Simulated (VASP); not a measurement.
Runs of VASP 6.6.1 on Al. The structure is that of space group I4/mmm (No. 139), or close to it. The cells are those of the table. 

| cell | gap on the mesh (eV) | pressure (GPa) |
| --- | --- | --- |
| a = 2.799, b = 2.799, c = 2.576 Å, angles 62.6, 62.6, 54.8°, 1 atom | none | 15.3 |
| a = 2.644, b = 2.644, c = 2.930 Å, angles 56.4, 56.4, 67.3°, 1 atom | none | (b) |
| a = 2.659, b = 2.659, c = 2.855 Å, angles 57.5, 57.5, 65.0°, 1 atom | none | 13.7 |
| a = 2.681, b = 2.681, c = 2.783 Å, angles 58.7, 58.7, 62.5°, 1 atom | none | 13.1 |
| a = 2.590, b = 2.590, c = 2.870 Å, angles 56.4, 56.4, 67.3°, 1 atom | none | 23.3 |
| a = 2.644, b = 2.644, c = 3.165 Å, angles 53.2, 53.2, 73.5°, 1 atom | none | 14.3 |
| a = 2.711, b = 2.711, c = 2.911 Å, angles 57.5, 57.5, 65.0°, 1 atom | none | (a) |

Alike in all rows: task single point; level PBE+D3(BJ); potentials or basis VASP PAW PBE potentials, release 64 (Al); no spin polarisation; k mesh 22 × 22 × 22; cutoff (eV) 520; smearing gaussian 0.15 eV.

Fill in the values left out.

(a) 6.5; (b) 13.9.

Caveats: the cell stands under pressure.

A gap of «none» marks levels without a gap at the run's occupations.
